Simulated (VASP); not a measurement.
# Sb2As (Fm-3m) in VASP: notebook, part 2 of 2

VASP 6.6.1.

## (3) Single point, PBE

This run uses another cell than the first one, of 28.35 Å³/atom.

The input, INCAR:

```
  PREC = Accurate
  ENCUT = 520
  EDIFF = 1E-6
  ISMEAR = 0
  SIGMA = 0.1
  LREAL = F
  LASPH = T
  NELM = 100
  ALGO = Normal
  ISIF = 2
  LWAVE = F
  LCHARG = F
  GGA = PE
  NBANDS = 14
```

The input, KPOINTS:

```
regular mesh
0
Gamma
  12 12 12
```

The input, POSCAR:

```
Sb2As
1.0
    0.0000000000      3.4905858526      3.4905858526
    3.4905858526      0.0000000000      3.4905858526
    3.4905858526      3.4905858526      0.0000000000
Sb As
2 1
Direct
    0.2500000000      0.2500000000      0.2500000000
    0.7500000000      0.7500000000      0.7500000000
    0.0000000000      0.0000000000      0.0000000000
```

Potentials or basis: VASP PAW PBE potentials, release 64 (Sb, As).

The run is started by

```console
cat potpaw_PBE.64/Sb/POTCAR potpaw_PBE.64/As/POTCAR > POTCAR
mpirun -np 1 vasp_std > vasp.out
```

OUTCAR:

```text
PREC = Accurate
   ENCUT = 520
   EDIFF = 1E-6
   ISMEAR = 0
   LREAL = F
   LASPH = T
   NELM = 100
   ISIF = 2
   GGA = PE

 ion  position               nearest neighbor table
   1  0.250  0.250  0.250-   3 3.02   3 3.02   3 3.02   3 3.02   2 3.49   2 3.49   2 3.49   2 3.49
                             2 3.49   2 3.49
   2  0.750  0.750  0.750-   3 3.02   3 3.02   3 3.02   3 3.02   1 3.49   1 3.49   1 3.49   1 3.49
                             1 3.49   1 3.49
   3  0.000  0.000  0.000-   2 3.02   2 3.02   2 3.02   1 3.02   2 3.02   1 3.02   1 3.02   1 3.02

  LATTYP: Found a face centered cubic cell.
 ALAT       =     6.9811717052

  Lattice vectors:

 A1 = (   0.0000000000,   3.4905858526,   3.4905858526)
 A2 = (   3.4905858526,   0.0000000000,   3.4905858526)
 A3 = (   3.4905858526,   3.4905858526,   0.0000000000)

Analysis of symmetry for initial positions (statically):
=====================================================================
 Subroutine PRICEL returns:
 Original cell was already a primitive cell.

 Routine SETGRP: Setting up the symmetry group for a
 face centered cubic supercell.

 Subroutine GETGRP returns: Found 48 space group operations
 (whereof 48 operations were pure point group operations)
 out of a pool of 48 trial point group operations.

The static configuration has the point symmetry O_h .

Analysis of symmetry for dynamics (positions and initial velocities):
=====================================================================
 Subroutine PRICEL returns:
 Original cell was already a primitive cell.

 Routine SETGRP: Setting up the symmetry group for a
 face centered cubic supercell.

 Subroutine GETGRP returns: Found 48 space group operations
 (whereof 48 operations were pure point group operations)
 out of a pool of 48 trial point group operations.

The dynamic configuration has the point symmetry O_h .

 Subroutine INISYM returns: Found 48 space group operations
 (whereof 48 operations are pure point group operations),
 and found     1 'primitive' translations

----------------------------------------------------------------------------------------

                                     Primitive cell

  volume of cell :      85.0599

  direct lattice vectors                    reciprocal lattice vectors
     0.000000000  3.490585853  3.490585853    -0.143242430  0.143242430  0.143242430
     3.490585853  0.000000000  3.490585853     0.143242430 -0.143242430  0.143242430
     3.490585853  3.490585853  0.000000000     0.143242430  0.143242430 -0.143242430

  length of vectors
     4.936433853  4.936433853  4.936433853     0.248103167  0.248103167  0.248103167

  position of ions in fractional coordinates (direct lattice)
     0.250000000  0.250000000  0.250000000
     0.750000000  0.750000000  0.750000000
     0.000000000  0.000000000  0.000000000

  ion indices of the primitive-cell ions
   primitive index   ion index
                 1           1
                 2           2
                 3           3

----------------------------------------------------------------------------------------

 KPOINTS: regular mesh

Automatic generation of k-mesh.
 Grid dimensions read from file:
 generate k-points for:   12   12   12

 Generating k-lattice:

  Cartesian coordinates                     Fractional coordinates (reciprocal lattice)
    -0.011936869  0.011936869  0.011936869     0.083333333  0.000000000  0.000000000
     0.011936869 -0.011936869  0.011936869     0.000000000  0.083333333  0.000000000
[... 42 lines left out ...]
   total plane-waves  NPLWV =  64000
   dimension x,y,z NGX =    40 NGY =   40 NGZ =   40
   dimension x,y,z NGXF=    80 NGYF=   80 NGZF=   80
   ions per type =               2   1
   NGX,Y,Z   is equivalent  to a cutoff of  13.47, 13.47, 13.47 a.u.
   NGXF,Y,Z  is equivalent  to a cutoff of  26.94, 26.94, 26.94 a.u.
 SYSTEM =  unknown system
   PREC   = accura    normal or accurate (medium, high low for compatibility)
   ISTART =      0    job   : 0-new  1-cont  2-samecut
   ICHARG =      2    charge: 1-file 2-atom 10-const
   ISPIN  =      1    spin polarized calculation?
   LNONCOLLINEAR =      F non collinear calculations
   LSORBIT =      F    spin-orbit coupling
   LASPH  =      T    aspherical Exc in radial PAW
   ENCUT  =  520.0 eV  38.22 Ry    6.18 a.u.   9.18  9.18  9.18*2*pi/ulx,y,z
   NELM   =    100;   NELMIN=  2; NELMDL= -5     # of ELM steps
   EDIFF  = 0.1E-05   stopping-criterion for ELM
   LREAL  =      F    real-space projection
   EDIFFG = 0.1E-04   stopping-criterion for IOM
   NSW    =      0    number of steps for IOM
   IBRION =     -1    ionic relax: 0-MD 1-quasi-New 2-CG
   NFREE  =      0    steps in history (QN), initial steepest desc. (CG)
   ISIF   =      2    stress and relaxation
   ISYM   =      2    0-nonsym 1-usesym 2-fastsym
   POTIM  = 0.5000    time-step for ionic-motion
   TEBEG  =    0.0;   TEEND  =   0.0 temperature during run
   PSTRESS=    0.0 pullay stress
   NELECT =      15.0000    total number of electrons
   NUPDOWN=      -1.0000    fix difference up-down
   EMIN   =  10.00;   EMAX   =-10.00  energy-range for DOS
   EFERMI =   0.00;   METHOD = LEGACY
   ISMEAR =     0;   SIGMA  =   0.10  broadening in eV -4-tet -1-fermi 0-gaus
   EFERMI_NEDOS =   21; number of points for ismear=-14 and -15
   IALGO  =     38    algorithm
   IMIX   =      4    mixing-type and parameters
     AMIX     =   0.40;   BMIX     =  1.00
     AMIX_MAG =   1.60;   BMIX_MAG =  1.00
  volume/ion in A,a.u.               =      28.35       191.34
  Fermi-wavevector in a.u.,A,eV,Ry     =   0.918044  1.734852 11.467060  0.842805
  Thomas-Fermi vector in A             =   2.043082
   LORBIT       =      0    0 simple, 1 ext, 2 COOP (PROOUT), +10 PAW based schemes
   GGA     = PE    functional components
   LHFCALC =     F    Hartree Fock is set to
   AEXX    =    0.0000 exact exchange contribution
   IVDW    =     0    specifies the selected vdW correction
   LEPSILON=     F    determine dielectric tensor
   LRPA    =     F    only Hartree local field effects (RPA)
 non-spin polarized calculation
 Gauss-broadening in eV      SIGMA  =   0.10
  energy-cutoff  :      520.00
  volume of cell :       85.06
 maximum number of plane-waves:      2305
 NGX is ok and might be reduce to    40
   NGX = 19   NGY = 19   NGZ = 19

 number of electron      14.9999999 magnetization

 Free energy of the ion-electron system (eV)
  ---------------------------------------------------
  ext. energy  EPLUGINS =         0.00000000
  ---------------------------------------------------
  free energy    TOTEN  =       -11.90523129 eV

  energy without entropy =      -11.89707125  energy(sigma->0) =      -11.90115127

 E-fermi :   6.2004     XC(G=0):  -9.5065

 val. band max:        6.1994911030   @ k =   0.2500   0.2500   0.0000
 cond. band min:       6.2072833236   @ k =   0.5000   0.4167   0.0833
 fundamental gap:      0.0077922206
 Fermi energy:         6.2004015812

 k-point     1 :       0.0000    0.0000    0.0000
  band No.  band energies     occupation
      1      -6.9712      2.00000
      2      -0.7898      2.00000
      3      -0.5800      2.00000
      4       3.6638      2.00000
      5       3.6638      2.00000
      6       3.6638      2.00000
      7       3.9427      2.00000
      8       3.9427      2.00000
      9       3.9427      2.00000
     10       8.4630      0.00000
     11       8.4630      0.00000
     12       8.4630      0.00000
     13      10.8371      0.00000
     14      10.8371      0.00000
[... 377 lines left out ...]
      1      -5.5591      2.00000
      2      -3.4881      2.00000
      3      -2.1166      2.00000
      4       2.1928      2.00000
      5       2.4789      2.00000
      6       3.8966      2.00000
      7       5.5184      2.00000
      8       6.4323      0.00104
      9       6.7210      0.00000
     10       8.5317      0.00000
     11       8.5731      0.00000
     12       9.9194      0.00000
     13      12.2293      0.00000
     14      13.2428      0.00000

 [... further k-points ...]
[... 5 lines left out ...]
  --------------------------------------------------------------------------------------
  -------------------------------------------------------------------------------------
  Total       -0.0333172     -0.0333172     -0.0333172      0.0000000      0.0000000     -0.0000000
  in kB       -0.6275588     -0.6275588     -0.6275588      0.0000000      0.0000000     -0.0000000
  external PRESSURE =      -0.6275588 kB  Pullay stress =       0.0000000 kB

 VOLUME and BASIS-vectors are now :
 -----------------------------------------------------------------------------
  energy-cutoff  :      520.00
  volume of cell :       85.06
      direct lattice vectors                 reciprocal lattice vectors
     0.000000000  3.490585853  3.490585853    -0.143242430  0.143242430  0.143242430
     3.490585853  0.000000000  3.490585853     0.143242430 -0.143242430  0.143242430
     3.490585853  3.490585853  0.000000000     0.143242430  0.143242430 -0.143242430

 POSITION                                       TOTAL-FORCE (eV/Angst)
 -----------------------------------------------------------------------------------
      1.74529      1.74529      1.74529        -0.000000     -0.000000     -0.000000
      5.23588      5.23588      5.23588         0.000000      0.000000      0.000000
      0.00000      0.00000      0.00000         0.000000     -0.000000     -0.000000
 -----------------------------------------------------------------------------------
    total drift:                               -0.000000     -0.000000      0.000000

  FREE ENERGIE OF THE ION-ELECTRON SYSTEM (eV)
  ---------------------------------------------------
  free  energy   TOTEN  =       -11.9052312899 eV

  energy  without entropy=      -11.8970712499  energy(sigma->0) =      -11.90115127
```

OSZICAR:

```text
N       E                     dE             d eps       ncg     rms          rms(c)
DAV:   1     0.527309211051E+02    0.52731E+02   -0.51276E+03  2016   0.835E+02
DAV:   2    -0.842394509799E+01   -0.61155E+02   -0.56545E+02  2576   0.135E+02
DAV:   3    -0.119094470594E+02   -0.34855E+01   -0.33961E+01  2508   0.332E+01
DAV:   4    -0.119473067005E+02   -0.37860E-01   -0.37827E-01  2316   0.411E+00
DAV:   5    -0.119477723139E+02   -0.46561E-03   -0.46561E-03  2574   0.513E-01    0.324E+00
DAV:   6    -0.119085903370E+02    0.39182E-01   -0.43072E-02  2232   0.130E+00    0.196E+00
DAV:   7    -0.119059188663E+02    0.26715E-02   -0.19331E-02  2568   0.733E-01    0.529E-01
DAV:   8    -0.119052190446E+02    0.69982E-03   -0.17909E-03  2202   0.279E-01    0.774E-02
DAV:   9    -0.119052286461E+02   -0.96015E-05   -0.54662E-04  2154   0.162E-01    0.754E-02
DAV:  10    -0.119052305602E+02   -0.19141E-05   -0.39746E-05  2328   0.405E-02    0.300E-02
DAV:  11    -0.119052305806E+02   -0.20378E-07   -0.20209E-05  2412   0.262E-02    0.844E-03
DAV:  12    -0.119052312899E+02   -0.70930E-06   -0.36795E-06  2268   0.126E-02
   1 F= -.11905231E+02 E0= -.11901151E+02  d E =-.816004E-02
```

stdout:

```text
POSCAR found type information on POSCAR SbAs
 POSCAR found :  2 types and       3 ions
 scaLAPACK will be used
 LDA part: xc-table for (Slater+PW92), standard interpolation
 POSCAR, INCAR and KPOINTS ok, starting setup
 FFT: planning ... GRIDC
 FFT: planning ... GRID_SOFT
 FFT: planning ... GRID
 WAVECAR not read
 entering main loop
```

Run time: 37 s. Hardware: 1 thread of Intel Xeon 6975P-C (Granite Rapids), shared host; peak memory 0.28 GiB.

What came out:

```yaml
Free_energy: -11.9052 eV
Pressure: -0.1 GPa
Band_gap_on_the_k_mesh: zero (an odd number of electrons rules out a gap without spin polarisation)
```

Caveat: spin-orbit coupling is left out, which moves the levels of the heavy elements; an odd number of electrons without spin polarisation forces a metal; a magnetic or distorted state may lie lower.

## (4) Relaxation of cell and atoms, PBE

This run uses another cell than the first one, of 28.51 Å³/atom.

The input, INCAR:

```
SYSTEM = Sb2As
ALGO     = Normal         ! electronic algorithm
EDIFF    = 1E-7           ! SCF threshold, eV
EDIFFG   = -0.01          ! ionic threshold
ENCUT    = 600            ! plane-wave cutoff, eV
GGA      = PE             ! functional
IBRION   = 2              ! ionic algorithm
ISIF     = 3              ! what is computed and relaxed
ISMEAR   = 0              ! smearing method
LASPH    = .True.         ! aspherical terms in the spheres
LCHARG   = .False.        ! write CHGCAR
LREAL    = .False.        ! projectors in reciprocal space
LWAVE    = .False.        ! write WAVECAR
NELM     = 80             ! most SCF steps
NSW      = 100            ! ionic steps
PREC     = Accurate       ! precision mode
SIGMA    = 0.1            ! smearing width, eV
```

The input, KPOINTS:

```
k-points
0
Gamma
  12 12 12
  0 0 0
```

The input, POSCAR:

```
Sb2As
1.0
    0.0000000000      3.4969365849      3.4969365849
    3.4969365849      0.0000000000      3.4969365849
    3.4969365849      3.4969365849      0.0000000000
Sb As
2 1
Direct
    0.2500000000      0.2500000000      0.2500000000
    0.7500000000      0.7500000000      0.7500000000
    0.0000000000      0.0000000000      0.0000000000
```

The run is started by

```console
cat potpaw_PBE.64/Sb/POTCAR potpaw_PBE.64/As/POTCAR > POTCAR
mpirun -np 1 vasp_std > vasp.out
```

Wall time 2 min (1 thread of Intel Xeon 6975P-C (Granite Rapids), shared host); peak memory 0.31 GiB.

It converged, with:

```yaml
Free_energy: -11.9053 eV
Relaxed_volume: 28.32 Å³/atom
Relaxed_cell: a = 4.934 Å, b = 4.934 Å, c = 4.934 Å, α = 60.00°, β = 60.00°, γ = 60.00°
Space_group_after_relaxing_to_0.1_Å: Fm-3m (No. 225)
Energy_gained_by_relaxing: 0.2 meV/atom
Ionic_steps: 3
Pressure_after_relaxing: 0.0 GPa
Band_gap_on_the_k_mesh: zero (an odd number of electrons rules out a gap without spin polarisation)
```

The path:
| step | energy change (eV) | largest force (eV/Å) | pressure (GPa) | volume (Å³) |
| --- | --- | --- | --- | --- |
| 1 | 0.0000 | 0.0000 | -0.35 | 85.53 |
| 2 | -0.0006 | 0.0000 | 0.13 | 84.76 |
| 3 | -0.0006 | 0.0000 | 0.00 | 84.95 |

Final structure:
```
CELL_PARAMETERS angstrom
0.00000 3.48909 3.48909
3.48909 0.00000 3.48909
3.48909 3.48909 0.00000
ATOMIC_POSITIONS crystal
Sb 0.25000 0.25000 0.25000
Sb 0.75000 0.75000 0.75000
As 0.00000 0.00000 0.00000
```

Levels at points of the mesh, in eV from the Fermi level:
| k point | band 4 | band 5 | band 6 | band 7 | band 8 | band 9 | band 10 | band 11 |
| --- | --- | --- | --- | --- | --- | --- | --- | --- |
| (0.00, 0.00, 0.00) | -2.54 | -2.54 | -2.54 | -2.26 | -2.26 | -2.26 | 2.26 | 2.26 |
| (0.50, 0.00, 0.00) | -3.67 | -3.67 | -1.77 | -1.38 | -1.38 | 1.32 | 2.65 | 2.83 |
| (0.50, 0.50, 0.00) | -4.99 | -4.99 | -2.68 | 0.98 | 2.23 | 2.23 | 2.89 | 2.89 |

Caveat: spin-orbit coupling is left out, which moves the levels of the heavy elements; an odd number of electrons without spin polarisation forces a metal; a magnetic or distorted state may lie lower.

## (5) Summary

| task | cell | k mesh | cutoff (eV) | gap on the mesh (eV) | pressure (GPa) | relaxed volume (Å³/atom) |
| --- | --- | --- | --- | --- | --- | --- |
| relaxation of cell and atoms | relaxed from a = 4.732 Å, angles 60.0°, 3 atoms | 4 × 4 × 4 | 600 | none | 0.0 | 28.39 |
| single point | a = 4.936 Å, angles 60.0°, 3 atoms | 12 × 12 × 12 | 520 | none | -0.1 | - |
| relaxation of cell and atoms | relaxed from a = 4.945 Å, angles 60.0°, 3 atoms | 12 × 12 × 12 | 600 | none | 0.0 | 28.32 |

Alike in all rows: level PBE; potentials or basis VASP PAW PBE potentials, release 64 (Sb, As); no spin polarisation; smearing gaussian 0.1 eV.

Caveats: some runs use coarse meshes; spin-orbit coupling is left out, which moves the levels of the heavy elements; an odd number of electrons without spin polarisation forces a metal; a magnetic or distorted state may lie lower.

Total energies depend on the potentials used, so only differences within one code and one set of settings carry meaning.

The gap in the log of VASP goes by the Fermi energy; the results here count the filled bands.